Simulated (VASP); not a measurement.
# TiAl3 (scanv) (I4/mmm) in VASP: a series of runs

TiAl3 (scanv) is run at these levels: r2SCAN+rVV10; tasks: single point.

Program: VASP 6.6.1. These are calculated values, not measurements. Logs are shortened: lines on timing, memory, paths and dates and some standing lists are left out, and cuts for length are marked.

## Step 1: The cell of the first run

The structure is tetragonal, space group I4/mmm (No. 139). Conventional cell: a = 3.822 Å, b = 3.822 Å, c = 8.561 Å, α = 90.00°, β = 90.00°, γ = 90.00°. Ti (site symmetry 4/mmm) has 12 Al at 2.70 to 2.87 Å within 3.6 Å. Within 3.6 Å of Al (site symmetry 4/mmm) lie 4 Ti at 2.70 Å and 8 Al at 2.87 Å. Within 3.6 Å of Al (site symmetry -4m2) lie 8 Al at 2.70 to 2.87 Å and 4 Ti at 2.87 Å.

## Step 2: Single point, r2SCAN+rVV10

The input, POSCAR:

```
TiAl3
1.0
   -1.9111067700      1.9111067700      4.2806687900
    1.9111067700     -1.9111067700      4.2806687900
    1.9111067700      1.9111067700     -4.2806687900
Ti Al
1 3
Direct
    0.0000000000      0.0000000000      0.0000000000
    0.5000000000      0.5000000000      0.0000000000
    0.7500000000      0.2500000000      0.5000000000
    0.2500000000      0.7500000000      0.5000000000
```

The input, INCAR.step1:

```
SYSTEM = TiAl3
  PREC = Accurate
  ENCUT = 520
  ISMEAR = 0
  SIGMA = 0.1
  LREAL = .False.
  LASPH = .True.
  NELM = 60
  NBANDS = 18
  GGA = PE
  ALGO = Normal
  EDIFF = 1E-4
  LWAVE = .True.
  LCHARG = .False.
```

The input, INCAR.step2:

```
SYSTEM = TiAl3
  PREC = Accurate
  ENCUT = 520
  EDIFF = 1E-6
  ISMEAR = 0
  SIGMA = 0.1
  LREAL = .False.
  LASPH = .True.
  NELM = 60
  ALGO = Normal
  ISIF = 2
  LWAVE = .False.
  LCHARG = .False.
  METAGGA = R2SCAN
  LMIXTAU = .True.
  LUSE_VDW = .True.
  IVDW_NL = 2
  BPARAM = 11.95
  CPARAM = 0.0093
  NBANDS = 18
  ISTART = 1
```

The input, KPOINTS:

```
Automatic mesh
0
Gamma
  6 6 6
  0 0 0
```

Potentials or basis: VASP PAW PBE potentials, release 64 (Ti_sv, Al).

Run with:

```bash
$ cat potpaw_PBE.64/Ti_sv/POTCAR potpaw_PBE.64/Al/POTCAR > POTCAR
$ cp INCAR.step1 INCAR
$ mpirun -np 1 vasp_std > vasp.out
$ cp INCAR.step2 INCAR
$ mpirun -np 1 vasp_std > vasp.out
```

OUTCAR:

```text
SYSTEM = TiAl3
   PREC = Accurate
   ENCUT = 520
   EDIFF = 1E-6
   ISMEAR = 0
   LREAL = .False.
   LASPH = .True.
   NELM = 60
   ISIF = 2
   METAGGA = R2SCAN
   IVDW_NL = 2
   BPARAM = 11.95
   ISTART = 1

 ion  position               nearest neighbor table
   1  0.000  0.000  0.000-   2 2.70   2 2.70   2 2.70   2 2.70   4 2.87   3 2.87   4 2.87   4 2.87
                             3 2.87   3 2.87   4 2.87   3 2.87
   2  0.500  0.500  0.000-   1 2.70   1 2.70   1 2.70   1 2.70   4 2.87   3 2.87   4 2.87   3 2.87
                             4 2.87   4 2.87   3 2.87   3 2.87
   3  0.750  0.250  0.500-   4 2.70   4 2.70   4 2.70   4 2.70   2 2.87   1 2.87   2 2.87   1 2.87
                             2 2.87   2 2.87   1 2.87   1 2.87
   4  0.250  0.750  0.500-   3 2.70   3 2.70   3 2.70   3 2.70   2 2.87   1 2.87   2 2.87   2 2.87
                             1 2.87   1 2.87   2 2.87   1 2.87

  LATTYP: Found a body centered tetragonal cell.
 ALAT       =     3.8222135400
 C/A-ratio  =     2.2398899199

  Lattice vectors:

 A1 = (  -1.9111067700,   1.9111067700,   4.2806687900)
 A2 = (   1.9111067700,  -1.9111067700,   4.2806687900)
 A3 = (   1.9111067700,   1.9111067700,  -4.2806687900)

Analysis of symmetry for initial positions (statically):
=====================================================================
 Subroutine PRICEL returns:
 Original cell was already a primitive cell.

 Routine SETGRP: Setting up the symmetry group for a
 body centered tetragonal supercell.

 Subroutine GETGRP returns: Found 16 space group operations
 (whereof 16 operations were pure point group operations)
 out of a pool of 16 trial point group operations.

The static configuration has the point symmetry D_4h.

Analysis of symmetry for dynamics (positions and initial velocities):
=====================================================================
 Subroutine PRICEL returns:
 Original cell was already a primitive cell.

 Routine SETGRP: Setting up the symmetry group for a
 body centered tetragonal supercell.

 Subroutine GETGRP returns: Found 16 space group operations
 (whereof 16 operations were pure point group operations)
 out of a pool of 16 trial point group operations.

The dynamic configuration has the point symmetry D_4h.

 Subroutine INISYM returns: Found 16 space group operations
 (whereof 16 operations are pure point group operations),
 and found     1 'primitive' translations
[... 94 lines left out ...]
   LNONCOLLINEAR =      F non collinear calculations
   LSORBIT =      F    spin-orbit coupling
   LASPH  =      T    aspherical Exc in radial PAW
   ENCUT  =  520.0 eV  38.22 Ry    6.18 a.u.   9.41  9.41  9.41*2*pi/ulx,y,z
   NELM   =     60;   NELMIN=  2; NELMDL=  0     # of ELM steps
   EDIFF  = 0.1E-05   stopping-criterion for ELM
   LREAL  =      F    real-space projection
   EDIFFG = 0.1E-04   stopping-criterion for IOM
   NSW    =      0    number of steps for IOM
   IBRION =     -1    ionic relax: 0-MD 1-quasi-New 2-CG
   NFREE  =      0    steps in history (QN), initial steepest desc. (CG)
   ISIF   =      2    stress and relaxation
   ISYM   =      2    0-nonsym 1-usesym 2-fastsym
   POTIM  = 0.5000    time-step for ionic-motion
   TEBEG  =    0.0;   TEEND  =   0.0 temperature during run
   PSTRESS=    0.0 pullay stress
   NELECT =      21.0000    total number of electrons
   NUPDOWN=      -1.0000    fix difference up-down
   EMIN   =  10.00;   EMAX   =-10.00  energy-range for DOS
   EFERMI =   0.00;   METHOD = LEGACY
   ISMEAR =     0;   SIGMA  =   0.10  broadening in eV -4-tet -1-fermi 0-gaus
   EFERMI_NEDOS =   21; number of points for ismear=-14 and -15
   IALGO  =     38    algorithm
   IMIX   =      4    mixing-type and parameters
     AMIX     =   0.40;   BMIX     =  1.00
     AMIX_MAG =   1.60;   BMIX_MAG =  1.00
  volume/ion in A,a.u.               =      15.63       105.51
  Fermi-wavevector in a.u.,A,eV,Ry     =   1.137891  2.150303 17.616776  1.294796
  Thomas-Fermi vector in A             =   2.274596
   LORBIT       =      0    0 simple, 1 ext, 2 COOP (PROOUT), +10 PAW based schemes
   METAGGA = R2SCAN    functional components
   LHFCALC =     F    Hartree Fock is set to
   AEXX    =    0.0000 exact exchange contribution
   IVDW_NL    =     2    kernel type
   BPARAM     =11.9500
   IVDW    =     0    specifies the selected vdW correction
   LEPSILON=     F    determine dielectric tensor
   LRPA    =     F    only Hartree local field effects (RPA)
 non-spin polarized calculation
 Gauss-broadening in eV      SIGMA  =   0.10
  energy-cutoff  :      520.00
  volume of cell :       62.54
 maximum number of plane-waves:      1697
 NGX is ok and might be reduce to    40
   NGX = 19   NGY = 19   NGZ = 19

 number of electron      20.9999999 magnetization

 Free energy of the ion-electron system (eV)
  ---------------------------------------------------
  ext. energy  EPLUGINS =         0.00000000
  ---------------------------------------------------
  free energy    TOTEN  =       -34.44059517 eV

  energy without entropy =      -34.43345998  energy(sigma->0) =      -34.43702757

 E-fermi :   8.3633     XC(G=0): -11.5688

 val. band max:        8.3505180673   @ k =   0.3333  -0.0000   0.0000
 cond. band min:       8.4031577691   @ k =  -0.3333  -0.3333   0.1667
 fundamental gap:      0.0526397018
 Fermi energy:         8.3633306316

 k-point     1 :       0.0000    0.0000    0.0000
  band No.  band energies     occupation
      1     -50.4499      2.00000
      2     -25.7282      2.00000
      3     -25.7281      2.00000
      4     -25.6406      2.00000
      5      -2.3939      2.00000
      6       5.3798      2.00000
[... 481 lines left out ...]
      5      -1.5605      2.00000
      6       2.5575      2.00000
[... 10 lines left out ...]
     17      13.7876      0.00000
     18      14.1426      0.00000

 [... further k-points ...]
[... 5 lines left out ...]
  --------------------------------------------------------------------------------------
  -------------------------------------------------------------------------------------
  Total       -0.1882165     -0.1882165     -0.1414431      0.0000000     -0.0000000      0.0000000
  in kB       -4.8219958     -4.8219958     -3.6236881      0.0000000     -0.0000000      0.0000000
  external PRESSURE =      -4.4225599 kB  Pullay stress =       0.0000000 kB

 VOLUME and BASIS-vectors are now :
 -----------------------------------------------------------------------------
  energy-cutoff  :      520.00
  volume of cell :       62.54
      direct lattice vectors                 reciprocal lattice vectors
    -1.911106770  1.911106770  4.280668790     0.000000000  0.261628501  0.116804178
     1.911106770 -1.911106770  4.280668790     0.261628501  0.000000000  0.116804178
     1.911106770  1.911106770 -4.280668790     0.261628501  0.261628501  0.000000000

 POSITION                                       TOTAL-FORCE (eV/Angst)
 -----------------------------------------------------------------------------------
      0.00000      0.00000      0.00000        -0.000000      0.000000      0.000000
      0.00000      0.00000      4.28067        -0.000000      0.000000      0.000000
      0.00000      1.91111      2.14033         0.000000     -0.000000     -0.000000
      1.91111      0.00000      2.14033        -0.000000      0.000000     -0.000000
 -----------------------------------------------------------------------------------
    total drift:                               -0.000000     -0.000000     -0.000000

  FREE ENERGIE OF THE ION-ELECTRON SYSTEM (eV)
  ---------------------------------------------------
  free  energy   TOTEN  =       -34.4405951701 eV

  energy  without entropy=      -34.4334599787  energy(sigma->0) =      -34.43702757
```

OSZICAR.step1:

```text
N       E                     dE             d eps       ncg     rms          rms(c)
DAV:   1     0.126004494789E+03    0.12600E+03   -0.91673E+03  1080   0.108E+03
DAV:   2    -0.137938546452E+02   -0.13980E+03   -0.13615E+03  1104   0.289E+02
DAV:   3    -0.224451788434E+02   -0.86513E+01   -0.84721E+01  1736   0.665E+01
DAV:   4    -0.226713069912E+02   -0.22613E+00   -0.22562E+00  1322   0.100E+01
DAV:   5    -0.226803203527E+02   -0.90134E-02   -0.90122E-02  1660   0.197E+00    0.110E+01
DAV:   6    -0.214197897496E+02    0.12605E+01   -0.20190E+01  1482   0.345E+01    0.678E+00
DAV:   7    -0.207438521388E+02    0.67594E+00   -0.78934E+00  1366   0.199E+01    0.305E+00
DAV:   8    -0.207244732197E+02    0.19379E-01   -0.12338E+00  1350   0.860E+00    0.194E+00
DAV:   9    -0.206624037624E+02    0.62069E-01   -0.44594E-01  1386   0.498E+00    0.251E-01
DAV:  10    -0.206643289769E+02   -0.19252E-02   -0.10221E-02  1296   0.660E-01    0.318E-01
DAV:  11    -0.206623916951E+02    0.19373E-02   -0.76542E-03  1506   0.588E-01    0.600E-02
DAV:  12    -0.206623686216E+02    0.23074E-04   -0.38999E-04  1348   0.134E-01
   1 F= -.20662369E+02 E0= -.20659107E+02  d E =-.652329E-02
```

It took 4.9 min on 1 thread of Intel Xeon Platinum 8375C at 2.90GHz (Ice Lake), shared host; peak memory 0.49 GiB.

What came out:

| Item | Value |
| --- | --- |
| Free energy | -34.4406 eV |
| Pressure | -0.4 GPa |

Stress tensor (GPa, compression positive):
```
-0.48  0.00  0.00
 0.00 -0.48  0.00
 0.00  0.00 -0.36
```

Caveat: the k points lie up to 0.39 Å⁻¹ apart; the PAW data sets were made with another functional, which shifts forces and pressure a little.

## Step 3: Single point, r2SCAN+rVV10

This run uses another cell than the first one, of 15.58 Å³/atom, 0.996 times its volume.

The input, POSCAR:

```
TiAl3
1.0
   -1.9089236772      1.9089236772      4.2742704629
    1.9089236772     -1.9089236772      4.2742704629
    1.9089236772      1.9089236772     -4.2742704629
Ti Al
1 3
Direct
    0.0000000000      0.0000000000      0.0000000000
    0.5000000000      0.5000000000      0.0000000000
    0.7500000000      0.2500000000      0.5000000000
    0.2500000000      0.7500000000      0.5000000000
```

The input, INCAR.step1:

```
SYSTEM = TiAl3
PREC = Accurate ; ENCUT = 520
ISMEAR = 0 ; SIGMA = 0.1
LREAL = .False. ; LASPH = .True.
NELM = 60 ; NBANDS = 18
GGA = PE ; ALGO = Normal
EDIFF = 1E-4 ; LWAVE = .True.
LCHARG = .False.
```

The input, INCAR.step2:

```
SYSTEM = TiAl3
PREC = Accurate ; ENCUT = 520
EDIFF = 1E-6 ; ISMEAR = 0
SIGMA = 0.1 ; LREAL = .False.
LASPH = .True. ; NELM = 60
ALGO = Normal ; ISIF = 2
LWAVE = .False. ; LCHARG = .False.
METAGGA = R2SCAN ; LMIXTAU = .True.
LUSE_VDW = .True. ; IVDW_NL = 2
BPARAM = 11.95 ; CPARAM = 0.0093
NBANDS = 18 ; ISTART = 1
```

The input, KPOINTS:

```
regular mesh
0
Gamma
  16 16 16
  0 0 0
```

Potentials or basis: VASP PAW PBE potentials, release 64 (Ti_sv, Al).

Run with:

```bash
$ cat potpaw_PBE.64/Ti_sv/POTCAR potpaw_PBE.64/Al/POTCAR > POTCAR
$ cp INCAR.step1 INCAR
$ mpirun -np 1 vasp_std > vasp.out
$ cp INCAR.step2 INCAR
$ mpirun -np 1 vasp_std > vasp.out
```

It took 22 min on 1 thread of AMD EPYC 9R45 (Zen 5), shared host; peak memory 0.73 GiB.

The run converged. Its results:

```yaml
Free_energy: -34.4355 eV
Pressure: 0.0 GPa
```

Levels at points of the mesh, in eV from the Fermi level:
| k point | band 7 | band 8 | band 9 | band 10 | band 11 | band 12 | band 13 | band 14 | band 15 | band 16 |
| --- | --- | --- | --- | --- | --- | --- | --- | --- | --- | --- |
| (0.00, 0.00, 0.00) | -2.91 | -1.48 | -1.33 | -1.33 | 0.86 | 1.75 | 1.75 | 2.17 | 2.90 | 4.10 |
| (0.50, 0.00, 0.00) | -3.91 | -3.15 | -1.17 | -0.27 | 0.57 | 2.07 | 2.15 | 2.93 | 3.31 | 4.76 |
| (0.50, 0.50, 0.00) | -4.58 | -4.15 | -3.04 | -2.36 | -1.07 | 1.96 | 2.25 | 2.77 | 3.00 | 3.47 |
| (0.50, 0.50, 0.50) | -2.07 | -1.06 | -1.06 | -0.29 | 0.78 | 0.78 | 1.00 | 3.22 | 5.31 | 6.48 |

Caveat: the PAW data sets were made with another functional, which shifts forces and pressure a little.
